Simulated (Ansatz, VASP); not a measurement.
**MgGaC4N4: VASP beside Ansatz**

```
Mg Ga C N
1.0
     5.92939    0.00000    0.00000
     0.00000    5.92939    0.00000
     0.00000    0.00000    5.92939
Mg Ga C N
1 1 4 4
Cartesian
  0.0000 0.0000 0.0000
  2.9647 2.9647 2.9647
  1.1432 1.1432 1.1432
  1.1432 4.7862 4.7862
  4.7862 1.1432 4.7862
  4.7862 4.7862 1.1432
  1.8187 1.8187 1.8187
  1.8187 4.1107 4.1107
  4.1107 1.8187 4.1107
  4.1107 4.1107 1.8187
```

Alike in both runs: task single point; functional PBE; k mesh 4 × 4 × 4; occupations gaussian, width 0.1 eV; no spin polarisation.

```csv
,VASP,Ansatz
version,VASP 6.6.1,Ansatz 0.2.0
potentials or method,"VASP PAW PBE potentials, release 64 (Mg_sv, Ga_d, C, N), cutoff 750 eV","scalar-relativistic, plane waves, PAW"
valence electrons in the cell,59,59
```

```csv
,VASP,Ansatz,Ansatz less VASP
gap on the k mesh at the Fermi level (eV),none,none,-
pressure (GPa),2.8,2.5,-0.26
rms of the force components (eV/Å),1.022,0.954,-0.0679
```

Atom by atom the forces differ by 0.180 eV/Å (rms over components). A gap of «none» marks a metal or a gap that the smearing closes.

Noted on VASP's run: the standard files for N, O and F lose accuracy on very short bonds.
